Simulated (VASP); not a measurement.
Wanted: the native input for a VASP 6.6.1 run.

```
Task                   : single point
Functional             : PBEsol
Potentials or basis    : VASP PAW PBE potentials, release 64 (W_sv, C)
Cutoff                 : 520 eV
k mesh                 : 20 × 20 × 20
Occupations            : gaussian, width 0.15 eV
Spin                   : no spin polarisation
Dipole correction      : no
Further INCAR settings : ALGO = Normal; EDIFF = 1e-06; NBANDS = 16
```

The structure of WC lies in POSCAR:

```
WC
1.0
    0.0000000000      2.0090693590      2.6117901667
    2.0090693590      0.0000000000      2.6117901667
    2.0090693590      2.0090693590      0.0000000000
W C
1 1
Direct
    0.0000000000      0.0000000000      0.0000000000
    0.5000000000      0.5000000000      0.5000000000
```

This cell differs from its parent crystal: ratio of the length along z to the lengths across it x 1.3, volume and fractional coordinates fixed.

One way to write it, as run:

INCAR

```
ALGO = Normal
EDIFF = 1E-6
ENCUT = 520
GGA = PS
ISIF = 2
ISMEAR = 0
LASPH = T
LCHARG = F
LREAL = F
LWAVE = F
NBANDS = 16
NELM = 60
PREC = Accurate
SIGMA = 0.15
```

KPOINTS

```
k-points
0
Gamma
  20 20 20
```

Potentials or basis: VASP PAW PBE potentials, release 64 (W_sv, C).

Launch:

```bash
$ cat potpaw_PBE.64/W_sv/POTCAR potpaw_PBE.64/C/POTCAR > POTCAR
$ mpirun -np 1 vasp_std > vasp.out
```

It gave:

```yaml
Pressure: 37.5 GPa
Band_gap_on_the_k_mesh: zero (bands 9 and 10 overlap by 3.86 eV)
```

Caveat: the cell stands under pressure; the PAW data sets were made with another functional, which shifts forces and pressure a little; spin-orbit coupling is left out, which moves the levels of the heavy elements.

Wall time 85 s on 1 thread of Intel(R) Xeon(R) 6975P-C (Granite Rapids), on a shared host, peak memory 0.33 GiB.
